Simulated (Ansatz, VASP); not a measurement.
ZnCu: VASP beside Ansatz

```
Zn Cu
1.0
     2.94500    0.00000    0.00000
     0.00000    2.94500    0.00000
     0.00000    0.00000    2.94500
Zn Cu
1 1
Direct
  0.50000 0.50000 0.50000
  0.00000 0.00000 0.00000
```

Alike in both runs: task relaxation of cell and atoms; functional PBEsol; k mesh 14 × 14 × 14; occupations gaussian, width 0.1 eV; no spin polarisation.

|  | VASP | Ansatz |
| --- | --- | --- |
| version | VASP 6.6.1 | Ansatz 0.2.0 |
| potentials or method | VASP PAW PBE potentials, release 64 (Zn, Cu), cutoff 600 eV | scalar-relativistic, plane waves, PAW |
| valence electrons in the cell | 23 | 31 |

Ansatz gave:

| Property | Result |
| --- | --- |
| gap on the k mesh at the Fermi level, each at its own relaxed structure (eV) | none |
| relaxed volume (Å³/atom) | 12.29 |
| relaxed length of the cell vector where the two differ most in proportion (Å) | 2.908 |

Question: What did VASP give for the same quantities?

Answer: gap on the k mesh at the Fermi level, each at its own relaxed structure (eV): none; relaxed volume (Å³/atom): 12.36; relaxed length of the cell vector where the two differ most in proportion (Å): 2.913.

VASP's potentials were made for PBE, not for PBEsol. A gap of «none» marks a metal or a gap that the smearing closes. VASP's potentials hold 23 valence electrons a cell and Ansatz's 31, so a difference there can come from the potentials and not from the codes.
